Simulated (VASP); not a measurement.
# TmHOs (P4/mmm) in VASP: a series of runs

Runs on TmHOs. Level: PBE. Tasks: single point.

Program: VASP 6.6.1. These are calculated values, not measurements. Logs are shortened: lines on timing, memory, paths and dates and some standing lists are left out, and cuts for length are marked.

## 1. The cell of the first run

Symmetry: P4/mmm, No. 123, tetragonal system. Conventional cell: a = 3.305 Å, b = 3.305 Å, c = 3.552 Å, α = 90.00°, β = 90.00°, γ = 90.00°. Within 3.1 Å of Tm (site symmetry 4/mmm) lie 4 H at 2.34 Å and 8 Os at 2.93 Å. H (site symmetry 4/mmm) has 2 Os at 1.78 Å and 4 Tm at 2.34 Å within 2.4 Å. Within 2.4 Å of Os (site symmetry 4/mmm) lie 2 H at 1.78 Å.

## 2. Single point, PBE (12.93 Å³/atom)

Contents of INCAR:

```
  PREC = Accurate
  ENCUT = 600
  EDIFF = 1E-6
  ISMEAR = 0
  SIGMA = 0.1
  LREAL = False
  LASPH = True
  NELM = 200
  ALGO = Normal
  ISIF = 2
  LWAVE = False
  LCHARG = False
  GGA = PE
  NBANDS = 16
  GGA_COMPAT = False
  LMAXMIX = 6
```

Contents of KPOINTS:

```
Automatic mesh
0
Gamma
  10 10 10
```

Contents of POSCAR:

```
TmHOs
1.0
    3.3047196942      0.0000000000      0.0000000000
    0.0000000000      3.3047196942      0.0000000000
    0.0000000000      0.0000000000      3.5516519044
Tm H Os
1 1 1
Direct
    0.5000000000      0.5000000000      0.5000000000
    0.0000000000      0.0000000000      0.5000000000
    0.0000000000      0.0000000000      0.0000000000
```

Potentials or basis: VASP PAW PBE potentials, release 64 (Tm_3, H, Os), 4f in core.

Launch:

```
> cat potpaw_PBE.64/Tm_3/POTCAR potpaw_PBE.64/H/POTCAR potpaw_PBE.64/Os/POTCAR > POTCAR
> mpirun -np 1 vasp_std > vasp.out
```

OUTCAR:

```text
PREC = Accurate
   ENCUT = 600
   EDIFF = 1E-6
   ISMEAR = 0
   LREAL = False
   LASPH = True
   NELM = 200
   ISIF = 2
   GGA = PE

 ion  position               nearest neighbor table
   1  0.500  0.500  0.500-   2 2.34   2 2.34   2 2.34   2 2.34   3 2.93   3 2.93   3 2.93   3 2.93
                             3 2.93   3 2.93   3 2.93   3 2.93
   2  0.000  0.000  0.500-   3 1.78   3 1.78   1 2.34   1 2.34   1 2.34   1 2.34
   3  0.000  0.000  0.000-   2 1.78   2 1.78   1 2.93   1 2.93   1 2.93   1 2.93   1 2.93   1 2.93
                             1 2.93   1 2.93

  LATTYP: Found a simple tetragonal cell.
 ALAT       =     3.3047196942
 C/A-ratio  =     1.0747210756

  Lattice vectors:

 A1 = (   3.3047196942,   0.0000000000,   0.0000000000)
 A2 = (   0.0000000000,   3.3047196942,   0.0000000000)
 A3 = (   0.0000000000,   0.0000000000,   3.5516519044)

Analysis of symmetry for initial positions (statically):
=====================================================================
 Subroutine PRICEL returns:
 Original cell was already a primitive cell.

 Routine SETGRP: Setting up the symmetry group for a
 simple tetragonal supercell.

 Subroutine GETGRP returns: Found 16 space group operations
 (whereof 16 operations were pure point group operations)
 out of a pool of 16 trial point group operations.

The static configuration has the point symmetry D_4h.

Analysis of symmetry for dynamics (positions and initial velocities):
=====================================================================
 Subroutine PRICEL returns:
 Original cell was already a primitive cell.

 Routine SETGRP: Setting up the symmetry group for a
 simple tetragonal supercell.

 Subroutine GETGRP returns: Found 16 space group operations
 (whereof 16 operations were pure point group operations)
 out of a pool of 16 trial point group operations.

The dynamic configuration has the point symmetry D_4h.

 Subroutine INISYM returns: Found 16 space group operations
 (whereof 16 operations are pure point group operations),
 and found     1 'primitive' translations

----------------------------------------------------------------------------------------

                                     Primitive cell

  volume of cell :      38.7882

  direct lattice vectors                    reciprocal lattice vectors
     3.304719694  0.000000000  0.000000000     0.302597525  0.000000000  0.000000000
     0.000000000  3.304719694  0.000000000     0.000000000  0.302597525  0.000000000
     0.000000000  0.000000000  3.551651904     0.000000000  0.000000000  0.281559124

  length of vectors
     3.304719694  3.304719694  3.551651904     0.302597525  0.302597525  0.281559124

  position of ions in fractional coordinates (direct lattice)
     0.500000000  0.500000000  0.500000000
     0.000000000  0.000000000  0.500000000
     0.000000000  0.000000000  0.000000000

  ion indices of the primitive-cell ions
   primitive index   ion index
                 1           1
                 2           2
                 3           3

----------------------------------------------------------------------------------------

 KPOINTS: Automatic mesh

Automatic generation of k-mesh.
 Grid dimensions read from file:
 generate k-points for:   10   10   10

 Generating k-lattice:

  Cartesian coordinates                     Fractional coordinates (reciprocal lattice)
     0.030259752  0.000000000  0.000000000     0.100000000  0.000000000  0.000000000
     0.000000000  0.030259752  0.000000000     0.000000000  0.100000000  0.000000000
     0.000000000  0.000000000  0.028155912     0.000000000  0.000000000  0.100000000

  Length of vectors
     0.030259752  0.030259752  0.028155912

  Shift w.r.t. Gamma in fractional coordinates (k-lattice)
     0.000000000  0.000000000  0.000000000

 Subroutine IBZKPT returns following result:
 ===========================================

 Found    126 irreducible k-points:

 Following reciprocal coordinates:
            Coordinates               Weight
  0.000000  0.000000  0.000000      1.000000
  0.100000  0.000000  0.000000      4.000000
  0.200000  0.000000  0.000000      4.000000
  0.300000  0.000000  0.000000      4.000000
  0.400000  0.000000  0.000000      4.000000
  0.500000  0.000000  0.000000      2.000000
[... 16 lines left out ...]
  0.100000  0.000000  0.100000      8.000000
  0.200000  0.000000  0.100000      8.000000
 [... further k-points ...]
   k-points           NKPTS =    126   k-points in BZ     NKDIM =    126   number of bands    NBANDS=     16
   number of dos      NEDOS =    301   number of ions     NIONS =      3
   total plane-waves  NPLWV =  21952
   dimension x,y,z NGX =    28 NGY =   28 NGZ =   28
   dimension x,y,z NGXF=    56 NGYF=   56 NGZF=   56
   ions per type =               1   1   1
   NGX,Y,Z   is equivalent  to a cutoff of  14.09, 14.09, 13.11 a.u.
   NGXF,Y,Z  is equivalent  to a cutoff of  28.17, 28.17, 26.21 a.u.
 SYSTEM =  unknown system
   PREC   = accura    normal or accurate (medium, high low for compatibility)
   ISTART =      0    job   : 0-new  1-cont  2-samecut
   ICHARG =      2    charge: 1-file 2-atom 10-const
   ISPIN  =      1    spin polarized calculation?
   LNONCOLLINEAR =      F non collinear calculations
   LSORBIT =      F    spin-orbit coupling
   LASPH  =      T    aspherical Exc in radial PAW
   ENCUT  =  600.0 eV  44.10 Ry    6.64 a.u.   6.60  6.60  7.09*2*pi/ulx,y,z
   NELM   =    200;   NELMIN=  2; NELMDL= -5     # of ELM steps
   EDIFF  = 0.1E-05   stopping-criterion for ELM
   LREAL  =      F    real-space projection
   EDIFFG = 0.1E-04   stopping-criterion for IOM
   NSW    =      0    number of steps for IOM
   IBRION =     -1    ionic relax: 0-MD 1-quasi-New 2-CG
   NFREE  =      0    steps in history (QN), initial steepest desc. (CG)
   ISIF   =      2    stress and relaxation
   ISYM   =      2    0-nonsym 1-usesym 2-fastsym
   POTIM  = 0.5000    time-step for ionic-motion
   TEBEG  =    0.0;   TEEND  =   0.0 temperature during run
   PSTRESS=    0.0 pullay stress
   NELECT =      18.0000    total number of electrons
   NUPDOWN=      -1.0000    fix difference up-down
   EMIN   =  10.00;   EMAX   =-10.00  energy-range for DOS
   EFERMI =   0.00;   METHOD = LEGACY
   ISMEAR =     0;   SIGMA  =   0.10  broadening in eV -4-tet -1-fermi 0-gaus
   EFERMI_NEDOS =   21; number of points for ismear=-14 and -15
   IALGO  =     38    algorithm
   IMIX   =      4    mixing-type and parameters
     AMIX     =   0.40;   BMIX     =  1.00
     AMIX_MAG =   1.60;   BMIX_MAG =  1.00
  volume/ion in A,a.u.               =      12.93        87.25
  Fermi-wavevector in a.u.,A,eV,Ry     =   1.267455  2.395142 21.856963  1.606441
  Thomas-Fermi vector in A             =   2.400602
   LORBIT       =      0    0 simple, 1 ext, 2 COOP (PROOUT), +10 PAW based schemes
   GGA     = PE    functional components
   LHFCALC =     F    Hartree Fock is set to
   AEXX    =    0.0000 exact exchange contribution
   IVDW    =     0    specifies the selected vdW correction
   LEPSILON=     F    determine dielectric tensor
   LRPA    =     F    only Hartree local field effects (RPA)
 non-spin polarized calculation
 Gauss-broadening in eV      SIGMA  =   0.10
  energy-cutoff  :      600.00
  volume of cell :       38.79
 maximum number of plane-waves:      1326
 NGX is ok and might be reduce to    28
   NGX = 13   NGY = 13   NGZ = 15

 number of electron      18.0000001 magnetization

 Free energy of the ion-electron system (eV)
  ---------------------------------------------------
  ext. energy  EPLUGINS =         0.00000000
  ---------------------------------------------------
  free energy    TOTEN  =       -19.81241984 eV

  energy without entropy =      -19.80117855  energy(sigma->0) =      -19.80679920

 E-fermi :   5.4900     XC(G=0): -12.2319

 val. band max:        5.4786393824   @ k =   0.4000   0.4000   0.1000
 cond. band min:       5.4922498526   @ k =   0.5000   0.2000   0.4000
 fundamental gap:      0.0136104702
 Fermi energy:         5.4899558398

 k-point     1 :       0.0000    0.0000    0.0000
  band No.  band energies     occupation
      1     -18.6086      2.00000
      2     -18.6086      2.00000
      3     -18.5438      2.00000
      4      -4.6755      2.00000
      5       0.0803      2.00000
      6       1.7769      2.00000
[... 8 lines left out ...]
     15      13.0823      0.00000
     16      13.7084      0.00000

 k-point     2 :       0.1000    0.0000    0.0000
  band No.  band energies     occupation
      1     -18.6755      2.00000
      2     -18.6046      2.00000
      3     -18.5406      2.00000
      4      -4.5094      2.00000
      5       0.2169      2.00000
      6       1.9147      2.00000
[... 8 lines left out ...]
     15      12.9236      0.00000
     16      14.4844      0.00000

 k-point     3 :       0.2000    0.0000    0.0000
  band No.  band energies     occupation
      1     -18.8459      2.00000
      2     -18.5940      2.00000
      3     -18.5323      2.00000
      4      -4.0625      2.00000
      5       0.6112      2.00000
      6       2.2712      2.00000
[... 8 lines left out ...]
     15      12.5129      0.00000
     16      16.3437      0.00000

 k-point     4 :       0.3000    0.0000    0.0000
  band No.  band energies     occupation
      1     -19.0477      2.00000
      2     -18.5808      2.00000
      3     -18.5220      2.00000
      4      -3.4769      2.00000
      5       1.2149      2.00000
      6       2.6661      2.00000
[... 8 lines left out ...]
     15      12.0096      0.00000
     16      16.8255      0.00000
[... 324 lines left out ...]
 k-point    22 :       0.0000    0.0000    0.1000
  band No.  band energies     occupation
      1     -18.6082      2.00000
      2     -18.6082      2.00000
      3     -18.5771      2.00000
      4      -4.4834      2.00000
      5       0.2325      2.00000
      6       1.8586      2.00000
[... 8 lines left out ...]
     15      12.6918      0.00000
     16      15.0545      0.00000

 k-point    23 :       0.1000    0.0000    0.1000
  band No.  band energies     occupation
      1     -18.6747      2.00000
      2     -18.6039      2.00000
      3     -18.5724      2.00000
      4      -4.3191      2.00000
      5       0.3643      2.00000
      6       1.9906      2.00000
[... 8 lines left out ...]
     15      12.8824      0.00000
     16      14.6921      0.00000

 k-point    24 :       0.2000    0.0000    0.1000
  band No.  band energies     occupation
      1     -18.8426      2.00000
      2     -18.5926      2.00000
      3     -18.5618      2.00000
      4      -3.8761      2.00000
      5       0.7381      2.00000
      6       2.3245      2.00000
[... 8 lines left out ...]
     15      12.6452      0.00000
     16      15.6849      0.00000

 [... further k-points ...]

------------------------ aborting loop because EDIFF is reached ----------------------------------------

  FORCE on cell =-STRESS in cart. coord.  units (eV):
  Direction    XX          YY          ZZ          XY          YZ          ZX
  --------------------------------------------------------------------------------------
  -------------------------------------------------------------------------------------
  Total        2.5258257      2.5258257      2.7449227      0.0000000      0.0000000     -0.0000000
  in kB      104.3312240    104.3312240    113.3812019      0.0000000      0.0000000     -0.0000000
  external PRESSURE =     107.3478833 kB  Pullay stress =       0.0000000 kB

 VOLUME and BASIS-vectors are now :
 -----------------------------------------------------------------------------
  energy-cutoff  :      600.00
  volume of cell :       38.79
      direct lattice vectors                 reciprocal lattice vectors
     3.304719694  0.000000000  0.000000000     0.302597525  0.000000000  0.000000000
     0.000000000  3.304719694  0.000000000     0.000000000  0.302597525  0.000000000
     0.000000000  0.000000000  3.551651904     0.000000000  0.000000000  0.281559124

 POSITION                                       TOTAL-FORCE (eV/Angst)
 -----------------------------------------------------------------------------------
      1.65236      1.65236      1.77583         0.000000      0.000000      0.000000
      0.00000      0.00000      1.77583         0.000000      0.000000      0.000000
      0.00000      0.00000      0.00000         0.000000      0.000000      0.000000
 -----------------------------------------------------------------------------------
    total drift:                                0.000000      0.000000      0.000000

  FREE ENERGIE OF THE ION-ELECTRON SYSTEM (eV)
  ---------------------------------------------------
  free  energy   TOTEN  =       -19.8124198421 eV

  energy  without entropy=      -19.8011785522  energy(sigma->0) =      -19.80679920
```

Run time: 36 s. Hardware: 1 thread of Intel Xeon 6975P-C (Granite Rapids), shared host; peak memory 0.24 GiB.

Results:

```
Free energy            : -19.8124 eV
Pressure               : 10.7 GPa
Band gap on the k mesh : zero (bands 9 and 10 overlap by 2.29 eV)
```

Levels at points of the mesh, in eV from the Fermi level:
```
           k point  band 5  band 6  band 7  band 8  band 9  band 10  band 11  band 12  band 13  band 14
(0.00, 0.00, 0.00)   -5.41   -3.71   -0.99   -0.99   -0.20     3.07     3.78     6.68     7.32     7.59
(0.50, 0.00, 0.00)   -2.96   -2.93   -1.36   -0.66   -0.34     0.75     1.77     2.05     2.37     5.95
(0.50, 0.50, 0.00)   -3.76   -2.67   -2.67    1.32    1.59     1.91     1.91     5.36     7.39     7.39
(0.00, 0.00, 0.50)   -3.88   -2.48   -1.09   -1.09   -0.59     0.29     0.41     3.42     3.42     6.06
(0.50, 0.00, 0.50)   -4.50   -4.39   -2.34   -1.73   -0.71     1.48     1.74     3.84     6.83     7.73
(0.50, 0.50, 0.50)   -2.23   -2.23   -1.95   -0.56   -0.56    -0.42     1.38     3.72     7.73     8.55
```

Caveat: the cell stands under pressure; spin-orbit coupling is left out, which moves the levels of the heavy elements; the 4f electrons are frozen in the core, so they carry no moment and show no levels. Spin polarisation is off, so any magnetic state and its effect on volume and gap are missing.

[end of part 1 of 2]

The gap in the log of VASP goes by the Fermi energy; the results here count the filled bands.